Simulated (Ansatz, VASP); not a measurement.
## Ge: VASP beside Ansatz

File INCAR:

```
SYSTEM = Ge
PREC = Accurate
ENCUT = 520
EDIFF = 1E-6
ISMEAR = -1
SIGMA = 0.05
LREAL = .FALSE.
LASPH = .TRUE.
NELM = 150
ALGO = Normal
ISIF = 2
LWAVE = .FALSE.
LCHARG = .FALSE.
LNONCOLLINEAR = .TRUE.
MAGMOM = 0 0 0 0 0 0
LORBIT = 11
LSORBIT = .TRUE.
GGA_COMPAT = .FALSE.
LORBMOM = .TRUE.
GGA = PS
NBANDS = 40
```

KPOINTS

```
regular mesh
0
G
  11 11 11
  0 0 0
```

File POSCAR:

```
Ge
1.0
   -2.5744897190      2.5744897190      1.3974126432
    2.5744897190     -2.5744897190      1.3974126432
    2.5744897190      2.5744897190     -1.3974126432
Ge
2
Direct
    0.5000000000      0.5000000000      0.0000000000
    0.2500000000      0.7500000000      0.5000000000
```

Contents of input.yaml:

```yaml
crystal:
  lattice:
    - [-2.574489719, 2.574489719, 1.3974126432]
    - [2.574489719, -2.574489719, 1.3974126432]
    - [2.574489719, 2.574489719, -1.3974126432]
  atoms:
    - { symbol: Ge, position: [0.5, 0.5, 0.0] }
    - { symbol: Ge, position: [0.25, 0.75, 0.5] }
hamiltonian:
  xc: pbesol
  pseudopotentials: { kind: paw_fr }
magnetization:
  noncollinear: true
  spin_orbit: true
kpoints:
  mp_grid: { grid: [11, 11, 11] }
  band_path:
    path:
      - [[0.0, 0.0, 0.0], [0.0, 0.0, 0.5], [-0.5, 0.5, 0.5], [0.0, 0.0, 0.0], [0.323655812, 0.323655812, -0.323655812], [0.25, 0.25, 0.25], [0.0, 0.5, 0.0], [-0.323655812, 0.676344188, 0.323655812], [-0.5, 0.5, 0.5]]
      - [[0.0, 0.0, 0.5], [0.25, 0.25, 0.25]]
    npoints: 14
scf:
  occupations: { method: fermi_dirac, width: 0.05 }
  n_extra_bands: 6
output:
  forces: true
  stress: true
  eigenvalues: true
  fatbands: true
  write_density: true
  write_potential: true
  elf: true
  volumetric_format: npy
```

Alike in both runs: functional PBEsol; k mesh 11 × 11 × 11; occupations fermi-dirac, width 0.05 eV; non-collinear spin, spin-orbit coupling.

```csv
,VASP,Ansatz
version,VASP 6.6.1,Ansatz 0.2.0
potentials or method,"VASP PAW PBE potentials, release 64 (Ge_d)",Ansatz PAW
plane-wave cutoff (eV),520,420
valence electrons in the cell,28,28
task,single point,band structure
```

```tsv
	VASP	Ansatz	Ansatz less VASP
pressure (GPa)	-0.7	-0.6	+0.04
traceless stress, the component that is largest in VASP (GPa)	-0.13	-0.16	-0.024
net moment per atom (μB)	0.00	0.00	0.000
```

VASP's potentials were made for PBE, not for PBEsol. With one functional, cell and mesh, what is left measures potentials, basis and numerics.
